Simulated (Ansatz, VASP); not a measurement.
## WS2 in VASP and in Ansatz

The input INCAR:

```
ALGO     = Normal         # electronic algorithm
EDIFF    = 1E-6           # SCF threshold, eV
EDIFFG   = -0.008         # ionic threshold
ENCUT    = 520            # plane-wave cutoff, eV
GGA      = PS             # functional
IBRION   = 2              # ionic algorithm
ISIF     = 2              # what is computed and relaxed
ISMEAR   = 0              # smearing method
LASPH    = T              # aspherical terms in the spheres
LCHARG   = F              # write CHGCAR
LREAL    = F              # projectors in reciprocal space
LWAVE    = F              # write WAVECAR
NELM     = 100            # most SCF steps
NSW      = 60             # ionic steps
PREC     = Accurate       # precision mode
SIGMA    = 0.02           # smearing width, eV
```

Contents of KPOINTS:

```
k-points
0
Gamma
  12 12 2
```

POSCAR

```
WS2
1.0
    3.1460836903      0.0000000000      0.0000000000
   -1.5730418452      2.7245883983      0.0000000000
    0.0000000000      0.0000000000     12.1964218704
W S
2 4
Direct
    0.3333333333      0.6666666667      0.2500000000
    0.6666666667      0.3333333333      0.7500000000
    0.3333333333      0.6666666667      0.6241725630
    0.6666666667      0.3333333333      0.1241725630
    0.3333333333      0.6666666667      0.8758274370
    0.6666666667      0.3333333333      0.3758274370
```

Input for Ansatz:

```yaml
crystal:
  lattice:
    - [3.1460836903, 0.0, 0.0]
    - [-1.5730418452, 2.7245883983, 0.0]
    - [0.0, 0.0, 12.1964218704]
  atoms:
    - { symbol: W, position: [0.3333333333, 0.6666666667, 0.25] }
    - { symbol: W, position: [0.6666666667, 0.3333333333, 0.75] }
    - { symbol: S, position: [0.3333333333, 0.6666666667, 0.624172563] }
    - { symbol: S, position: [0.6666666667, 0.3333333333, 0.124172563] }
    - { symbol: S, position: [0.3333333333, 0.6666666667, 0.875827437] }
    - { symbol: S, position: [0.6666666667, 0.3333333333, 0.375827437] }
basis:
  ecutwfc: 420
kpoints:
  mp_grid: { grid: [12, 12, 2] }
hamiltonian:
  xc: pbesol
scf:
  occupations: { method: gaussian, width: 0.02 }
output:
  forces: true
  stress: true
  eigenvalues: true
  write_density: true
  write_potential: true
  elf: true
  volumetric_format: npy
relax:
  adjacent_minimum: "off"
  f_tol: 0.008
  max_steps: 40
```

Change from the starting cell: strain along c alone, the other axes held, atoms relaxed: -4.0 %.

Alike in both runs: task relaxation of the atoms; functional PBEsol; k mesh 12 × 12 × 2; occupations gaussian, width 0.02 eV; no spin polarisation.

|  | VASP | Ansatz |
| --- | --- | --- |
| version | VASP 6.6.1 | Ansatz 0.2.0 |
| potentials or method | VASP PAW PBE potentials, release 64 (W_sv, S), cutoff 520 eV | scalar-relativistic, plane waves, PAW |
| valence electrons in the cell | 52 | 52 |

```tsv
	VASP	Ansatz	Ansatz less VASP
gap on the k mesh at the Fermi level, each at its own relaxed structure (eV)	0.90	0.88	-0.017
```

VASP's potentials were made for PBE, not for PBEsol. Ansatz's warnings: stress scf threshold loose.

Spin-orbit coupling is off throughout.
